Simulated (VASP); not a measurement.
Crystal: KI.

```
K I
1.0
     4.29094    0.00000    0.00000
     0.00000    4.29094    0.00000
     0.00000    0.00000    4.29094
K I
1 1
Direct
  0.00000 0.00000 0.00000
  0.50000 0.50000 0.50000
```

Base run:

```yaml
Program: VASP 6.6.1
Functional: HSE06
Potentials_or_basis: VASP PAW PBE potentials, release 64 (K_sv, I)
Cutoff: 520 eV
k_mesh: 4 × 4 × 4
Occupations: gaussian, width 0.01 eV
Spin: no spin polarisation
```

Its results: band gap on the k mesh 4.30 eV (least direct gap 4.69 eV); pressure 0.3 GPa.

Question: After a change of settings the same cell gave: band gap on the k mesh 4.04 eV (least direct gap 4.41 eV); pressure 0.1 GPa. Which change was it?
A. functional from HSE06 to PBE; cutoff from 520 eV to 500 eV; further incar settings from ALGO = Normal; EDIFF = 1e-07; NBANDS = 15 to ALGO = Normal; EDIFF = 1e-06; NBANDS = 15
B. functional from HSE06 to r2SCAN
C. functional from HSE06 to PBE0; further incar settings from ALGO = Normal; EDIFF = 1e-07; NBANDS = 15 to ALGO = Normal; EDIFF = 1e-06; NBANDS = 15

Answer: B.

Caveats: the PAW data sets were made with another functional, which shifts forces and pressure a little; spin-orbit coupling is left out, which moves the levels of the heavy elements.
